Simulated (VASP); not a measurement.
# Rb (P6_3/mmc) in VASP: further runs

The runs below take Rb through relaxation of cell and atoms, with PBEsol.

Program: VASP 6.6.1. These are calculated values, not measurements. Logs are shortened: lines on timing, memory, paths and dates and some standing lists are left out, and cuts for length are marked.

**1. The cell of the first run**

Symmetry: P6_3/mmc, No. 194, hexagonal system. The conventional cell has a = 4.419 Å, b = 4.419 Å, c = 7.159 Å, α = 90.00°, β = 90.00°, γ = 120.00°. Rb (site symmetry -6m2) has 12 Rb at 4.40 to 4.42 Å within 5.8 Å.

This isn't the form of Rb at room conditions, which is bcc.

**2. Relaxation of cell and atoms, PBEsol, target pressure 2 GPa, at which the enthalpy is minimised**

The input, INCAR:

```
PREC     = Accurate       # precision mode
ENCUT    = 600            # plane-wave cutoff, eV
EDIFF    = 1E-7           # SCF threshold, eV
ISMEAR   = -1             # smearing method
SIGMA    = 0.05           # smearing width, eV
LREAL    = F              # projectors in reciprocal space
LASPH    = T              # aspherical terms in the spheres
NELM     = 60             # most SCF steps
ALGO     = Normal         # electronic algorithm
ISIF     = 3              # what is computed and relaxed
LWAVE    = F              # write WAVECAR
LCHARG   = F              # write CHGCAR
GGA      = PS             # functional
IBRION   = 2              # ionic algorithm
NSW      = 60             # ionic steps
EDIFFG   = -0.005         # ionic threshold
PSTRESS  = 20.0
```

The input, KPOINTS:

```
regular mesh
0
Gamma
  10 10 6
```

The input, POSCAR:

```
Rb
1.0
    4.4191195543      0.0000000000      0.0000000000
   -2.2095597772      3.8270697964      0.0000000000
    0.0000000000      0.0000000000      7.1589736780
Rb
2
Direct
    0.3333333333      0.6666666667      0.2500000000
    0.6666666667      0.3333333333      0.7500000000
```

Potentials or basis: VASP PAW PBE potentials, release 64 (Rb_sv).

The run is started by

```
$ cat potpaw_PBE.64/Rb_sv/POTCAR > POTCAR
$ mpirun -np 1 vasp_std > vasp.out
```

OUTCAR:

```text
PREC = Accurate
   ENCUT = 600
   EDIFF = 1E-7
   ISMEAR = -1
   LREAL = F
   LASPH = T
   NELM = 60
   ISIF = 3
   GGA = PS
   IBRION = 2
   NSW = 60
   EDIFFG = -0.005
   PSTRESS = 20.0

 ion  position               nearest neighbor table
   1  0.333  0.667  0.250-   2 4.40   2 4.40   2 4.40   2 4.40   2 4.40   2 4.40
   2  0.667  0.333  0.750-   1 4.40   1 4.40   1 4.40   1 4.40   1 4.40   1 4.40

  LATTYP: Found a hexagonal cell.
 ALAT       =     4.4191195543
 C/A-ratio  =     1.6200000000

  Lattice vectors:

 A1 = (   4.4191195543,   0.0000000000,   0.0000000000)
 A2 = (  -2.2095597772,   3.8270697964,   0.0000000000)
 A3 = (   0.0000000000,   0.0000000000,   7.1589736780)

Analysis of symmetry for initial positions (statically):
=====================================================================
 Subroutine PRICEL returns:
 Original cell was already a primitive cell.

 Routine SETGRP: Setting up the symmetry group for a
 hexagonal supercell.

 Subroutine GETGRP returns: Found 24 space group operations
 (whereof 12 operations were pure point group operations)
 out of a pool of 24 trial point group operations.

The static configuration has the point symmetry D_3d.
 The point group associated with its full space group is D_6h.

Analysis of symmetry for dynamics (positions and initial velocities):
=====================================================================
 Subroutine PRICEL returns:
 Original cell was already a primitive cell.

 Routine SETGRP: Setting up the symmetry group for a
 hexagonal supercell.

 Subroutine GETGRP returns: Found 24 space group operations
 (whereof 12 operations were pure point group operations)
 out of a pool of 24 trial point group operations.

The dynamic configuration has the point symmetry D_3d.
 The point group associated with its full space group is D_6h.

 Subroutine INISYM returns: Found 24 space group operations
 (whereof 12 operations are pure point group operations),
 and found     1 'primitive' translations

----------------------------------------------------------------------------------------

                                     Primitive cell

  volume of cell :     121.0746

  direct lattice vectors                    reciprocal lattice vectors
     4.419119554  0.000000000  0.000000000     0.226289420  0.130648257  0.000000000
    -2.209559777  3.827069796  0.000000000     0.000000000  0.261296515  0.000000000
     0.000000000  0.000000000  7.158973678     0.000000000  0.000000000  0.139684827

  length of vectors
     4.419119554  4.419119554  7.158973678     0.261296515  0.261296515  0.139684827

  position of ions in fractional coordinates (direct lattice)
     0.333333333  0.666666667  0.250000000
     0.666666667  0.333333333  0.750000000

  ion indices of the primitive-cell ions
   primitive index   ion index
                 1           1
                 2           2

----------------------------------------------------------------------------------------

 KPOINTS: regular mesh

Automatic generation of k-mesh.
 Grid dimensions read from file:
 generate k-points for:   10   10    6

 Generating k-lattice:

  Cartesian coordinates                     Fractional coordinates (reciprocal lattice)
     0.022628942  0.013064826  0.000000000     0.100000000 -0.000000000  0.000000000
     0.000000000  0.026129651  0.000000000     0.000000000  0.100000000  0.000000000
     0.000000000  0.000000000  0.023280805     0.000000000  0.000000000  0.166666667

  Length of vectors
     0.026129651  0.026129651  0.023280805

  Shift w.r.t. Gamma in fractional coordinates (k-lattice)
     0.000000000  0.000000000  0.000000000

 Subroutine IBZKPT returns following result:
 ===========================================

 Found     56 irreducible k-points:

 Following reciprocal coordinates:
            Coordinates               Weight
  0.000000  0.000000  0.000000      1.000000
  0.100000  0.000000  0.000000      6.000000
  0.200000  0.000000  0.000000      6.000000
  0.300000  0.000000  0.000000      6.000000
  0.400000  0.000000  0.000000      6.000000
  0.500000  0.000000  0.000000      3.000000
[... 16 lines left out ...]
  0.300000  0.100000  0.166667     24.000000
  0.400000  0.100000  0.166667     24.000000
 [... further k-points ...]
   k-points           NKPTS =     56   k-points in BZ     NKDIM =     56   number of bands    NBANDS=     13
   number of dos      NEDOS =    301   number of ions     NIONS =      2
   total plane-waves  NPLWV =  77760
   dimension x,y,z NGX =    36 NGY =   36 NGZ =   60
   dimension x,y,z NGXF=    72 NGYF=   72 NGZF=  120
   ions per type =               2
   NGX,Y,Z   is equivalent  to a cutoff of  13.54, 13.54, 13.93 a.u.
   NGXF,Y,Z  is equivalent  to a cutoff of  27.09, 27.09, 27.87 a.u.
 SYSTEM =  unknown system
   PREC   = accura    normal or accurate (medium, high low for compatibility)
   ISTART =      0    job   : 0-new  1-cont  2-samecut
   ICHARG =      2    charge: 1-file 2-atom 10-const
   ISPIN  =      1    spin polarized calculation?
   LNONCOLLINEAR =      F non collinear calculations
   LSORBIT =      F    spin-orbit coupling
   LASPH  =      T    aspherical Exc in radial PAW
   ENCUT  =  600.0 eV  44.10 Ry    6.64 a.u.   8.83  8.83 14.30*2*pi/ulx,y,z
   NELM   =     60;   NELMIN=  2; NELMDL= -5     # of ELM steps
   EDIFF  = 0.1E-06   stopping-criterion for ELM
   LREAL  =      F    real-space projection
   EDIFFG = -.5E-02   stopping-criterion for IOM
   NSW    =     60    number of steps for IOM
   IBRION =      2    ionic relax: 0-MD 1-quasi-New 2-CG
   NFREE  =      1    steps in history (QN), initial steepest desc. (CG)
   ISIF   =      3    stress and relaxation
   ISYM   =      2    0-nonsym 1-usesym 2-fastsym
   POTIM  = 0.5000    time-step for ionic-motion
   TEBEG  =    0.0;   TEEND  =   0.0 temperature during run
   PSTRESS=   20.0 pullay stress
   NELECT =      18.0000    total number of electrons
   NUPDOWN=      -1.0000    fix difference up-down
   EMIN   =  10.00;   EMAX   =-10.00  energy-range for DOS
   EFERMI =   0.00;   METHOD = LEGACY
   ISMEAR =    -1;   SIGMA  =   0.05  broadening in eV -4-tet -1-fermi 0-gaus
   EFERMI_NEDOS =   21; number of points for ismear=-14 and -15
   IALGO  =     38    algorithm
   IMIX   =      4    mixing-type and parameters
     AMIX     =   0.40;   BMIX     =  1.00
     AMIX_MAG =   1.60;   BMIX_MAG =  1.00
  volume/ion in A,a.u.               =      60.54       408.53
  Fermi-wavevector in a.u.,A,eV,Ry     =   0.867257  1.638879 10.233424  0.752135
  Thomas-Fermi vector in A             =   1.985765
   LORBIT       =      0    0 simple, 1 ext, 2 COOP (PROOUT), +10 PAW based schemes
   GGA     = PS    functional components
   LHFCALC =     F    Hartree Fock is set to
   AEXX    =    0.0000 exact exchange contribution
   IVDW    =     0    specifies the selected vdW correction
   LEPSILON=     F    determine dielectric tensor
   LRPA    =     F    only Hartree local field effects (RPA)
 conjugate gradient relaxation of ions
 non-spin polarized calculation
  energy-cutoff  :      600.00
  volume of cell :      121.07
 maximum number of plane-waves:      4061
 NGX is ok and might be reduce to    36
   NGX = 17   NGY = 17   NGZ = 29

--------------------------------------- Ionic step        1  -------------------------------------------

 number of electron      18.0000000 magnetization

 Free energy of the ion-electron system (eV)
  ---------------------------------------------------
  ext. energy  EPLUGINS =         0.00000000
  ---------------------------------------------------
  free energy    TOTEN  =        -1.80834003 eV

  energy without entropy =       -1.79303523  energy(sigma->0) =       -1.80068763

------------------------ aborting loop because EDIFF is reached ----------------------------------------

  FORCE on cell =-STRESS in cart. coord.  units (eV):
  Direction    XX          YY          ZZ          XY          YZ          ZX
  --------------------------------------------------------------------------------------
  -------------------------------------------------------------------------------------
  Total        1.5385791      1.5385791      1.5196923     -0.0000000      0.0000000     -0.0000000
  in kB       20.3599872     20.3599872     20.1100594     -0.0000000      0.0000000     -0.0000000
  external PRESSURE =       0.2766779 kB  Pullay stress =      20.0000000 kB
[... 99 lines left out ...]
  enthalpy is  TOTEN    =        -0.2970070592 eV   P V=        1.5164774075

--------------------------------------- Ionic step        4  -------------------------------------------

 number of electron      18.0000000 magnetization

 Free energy of the ion-electron system (eV)
  ---------------------------------------------------
  ext. energy  EPLUGINS =         0.00000000
  ---------------------------------------------------
  free energy    TOTEN  =        -1.81337218 eV

  energy without entropy =       -1.79815060  energy(sigma->0) =       -1.80576139

 E-fermi :   1.0343     XC(G=0):  -6.6408

 val. band max:        1.0339671987   @ k =   0.3000   0.2000   0.3333
 cond. band min:       1.0426397694   @ k =   0.0000   0.0000   0.0000
 fundamental gap:      0.0086725707
 Fermi energy:         1.0342975482

 k-point     1 :       0.0000    0.0000    0.0000
  band No.  band energies     occupation
      1     -27.6950      2.00000
      2     -27.6687      2.00000
      3     -12.0160      2.00000
      4     -11.6994      2.00000
      5     -11.6994      2.00000
      6     -11.6516      2.00000
      7     -11.6516      2.00000
      8     -11.6472      2.00000
      9      -1.5096      2.00000
     10       1.0426      0.91677
     11       2.1535      0.00000
     12       4.7683      0.00000
     13       4.7683      0.00000
[... 353 lines left out ...]
 k-point    24 :       0.4000    0.1000    0.1667
  band No.  band energies     occupation
      1     -27.6695      2.00000
      2     -27.6620      2.00000
      3     -11.9735      2.00000
      4     -11.9187      2.00000
      5     -11.8290      2.00000
      6     -11.7819      2.00000
      7     -11.7317      2.00000
      8     -11.7100      2.00000
      9       0.9550      1.66031
     10       1.6806      0.00000
     11       2.1924      0.00000
     12       2.5333      0.00000
     13       3.4661      0.00000

 [... further k-points ...]
[... 5 lines left out ...]
  --------------------------------------------------------------------------------------
  -------------------------------------------------------------------------------------
  Total        1.5197254      1.5197254      1.5088284     -0.0000000     -0.0000000     -0.0000000
  in kB       20.0443630     20.0443630     19.9006374     -0.0000000     -0.0000000     -0.0000000
  external PRESSURE =      -0.0035455 kB  Pullay stress =      20.0000000 kB
[... 17 lines left out ...]
  FREE ENERGIE OF THE ION-ELECTRON SYSTEM (eV)
  ---------------------------------------------------
  free  energy   TOTEN  =        -1.8133721828 eV

  energy  without entropy=       -1.7981505960  energy(sigma->0) =       -1.80576139

  enthalpy is  TOTEN    =        -0.2970103020 eV   P V=        1.5163618807

 reached required accuracy - stopping structural energy minimisation
```

Wall time 82 s (1 thread of Intel Xeon 6975P-C (Granite Rapids), shared host); peak memory 0.32 GiB.

Results:

* Free energy: -1.8134 eV
* Relaxed volume: 60.74 Å³/atom
* Relaxed cell: a = 4.426 Å, b = 4.426 Å, c = 7.160 Å, α = 90.00°, β = 90.00°, γ = 120.00°
* Space group after relaxing (to 0.1 Å): P6_3/mmc (No. 194)
* Energy change on relaxing (the run minimises the enthalpy): -2.5 meV/atom
* Ionic steps: 4
* Pressure after relaxing: 2.0 GPa
* Band gap on the k mesh: zero (bands 9 and 10 overlap by 2.41 eV)

The path:
```csv
step,energy change (eV),largest force (eV/Å),pressure (GPa),volume (Å³)
1,0.0000,0.0000,2.03,121.07
2,-0.0023,0.0000,2.01,121.26
3,-0.0051,0.0000,2.00,121.48
4,-0.0050,0.0000,2.00,121.47
```

Final structure:
```xyz
2
Lattice="4.4261 0.0000 0.0000 -2.2130 3.8331 0.0000 0.0000 0.0000 7.1600" Properties=species:S:1:pos:R:3 pbc="T T T"
Rb    0.0000    2.5554    1.7900
Rb    2.2130    1.2777    5.3700
```

Levels at points of the mesh, in eV from the Fermi level:
```csv
k point,band 7,band 8,band 9,band 10,band 11,band 12
"(0.00, 0.00, 0.00)",-12.69,-12.68,-2.54,0.01,1.12,3.73
"(0.50, 0.00, 0.00)",-12.77,-12.73,0.02,0.43,1.08,1.45
"(0.00, 0.00, 0.50)",-12.71,-12.71,-1.57,-1.57,2.53,2.53
"(0.50, 0.00, 0.50)",-12.77,-12.77,0.22,0.22,1.36,1.36
```

Caveat: the cell is relaxed towards a set pressure, so the run minimises the enthalpy, not the energy; the PAW data sets were made with another functional, which shifts forces and pressure a little.

**3. Relaxation of cell and atoms, PBEsol, target pressure 2 GPa, at which the enthalpy is minimised**

The input, INCAR:

```
PREC     = Accurate       # precision mode
ENCUT    = 600            # plane-wave cutoff, eV
EDIFF    = 1E-6           # SCF threshold, eV
ISMEAR   = -1             # smearing method
SIGMA    = 0.05           # smearing width, eV
LREAL    = False          # projectors in reciprocal space
LASPH    = True           # aspherical terms in the spheres
NELM     = 80             # most SCF steps
ALGO     = Normal         # electronic algorithm
ISIF     = 3              # what is computed and relaxed
LWAVE    = False          # write WAVECAR
LCHARG   = False          # write CHGCAR
GGA      = PS             # functional
IBRION   = 2              # ionic algorithm
NSW      = 32             # ionic steps
EDIFFG   = -0.005         # ionic threshold
PSTRESS  = 20.0
```

The input, KPOINTS:

```
Automatic mesh
0
Gamma
  10 10 6
```

The input, POSCAR:

```
Rb
1.0
    4.4207880885      0.0000000000      0.0000000000
   -2.2103940443      3.8285147894      0.0000000000
    0.0000000000      0.0000000000      7.1590420118
Rb
2
Direct
    0.3333333333      0.6666666667      0.2500000000
    0.6666666667      0.3333333333      0.7500000000
```

Potentials or basis: VASP PAW PBE potentials, release 64 (Rb_sv).

The run is started by

```
$ cat potpaw_PBE.64/Rb_sv/POTCAR > POTCAR
$ mpirun -np 1 vasp_std > vasp.out
```

Run time: 68 s. Hardware: 1 thread of Intel Xeon 6975P-C (Granite Rapids), shared host; peak memory 0.32 GiB.

Results (log left out):

```
Free energy                                                : -1.8133 eV
Relaxed volume                                             : 60.73 Å³/atom
Relaxed cell                                               : a = 4.426 Å, b = 4.426 Å, c = 7.158 Å, α = 90.00°, β = 90.00°, γ = 120.00°
Space group after relaxing (to 0.1 Å)                      : P6_3/mmc (No. 194)
Energy change on relaxing (the run minimises the enthalpy) : -1.9 meV/atom
Ionic steps                                                : 4
Pressure after relaxing                                    : 2.0 GPa
Band gap on the k mesh                                     : zero (bands 9 and 10 overlap by 2.41 eV)
```

Step by step:
| step | energy change (eV) | largest force (eV/Å) | pressure (GPa) | volume (Å³) |
| --- | --- | --- | --- | --- |
| 1 | 0.0000 | 0.0000 | 2.02 | 121.17 |
| 2 | -0.0017 | 0.0000 | 2.01 | 121.30 |
| 3 | -0.0039 | 0.0000 | 2.00 | 121.47 |
| 4 | -0.0038 | 0.0000 | 2.00 | 121.47 |

Final structure:
```cif
data_structure
_symmetry_space_group_name_H-M 'P 1'
_symmetry_Int_Tables_number 1
_cell_length_a 4.4264
_cell_length_b 4.4264
_cell_length_c 7.1585
_cell_angle_alpha 90.000
_cell_angle_beta 90.000
_cell_angle_gamma 120.000
_cell_volume 121.47
loop_
_atom_site_label
_atom_site_type_symbol
_atom_site_fract_x
_atom_site_fract_y
_atom_site_fract_z
_atom_site_occupancy
Rb1 Rb 0.33333 0.66667 0.25000 1
Rb2 Rb 0.66667 0.33333 0.75000 1
```

Levels at points of the mesh, in eV from the Fermi level:
```tsv
k point	band 7	band 8	band 9	band 10	band 11	band 12
(0.00, 0.00, 0.00)	-12.69	-12.68	-2.54	0.01	1.12	3.73
(0.50, 0.00, 0.00)	-12.77	-12.73	0.02	0.43	1.08	1.45
(0.00, 0.00, 0.50)	-12.71	-12.71	-1.57	-1.57	2.53	2.53
(0.50, 0.00, 0.50)	-12.77	-12.77	0.22	0.22	1.36	1.36
```

Caveat: the cell is relaxed towards a set pressure, so the run minimises the enthalpy, not the energy; the PAW data sets were made with another functional, which shifts forces and pressure a little.
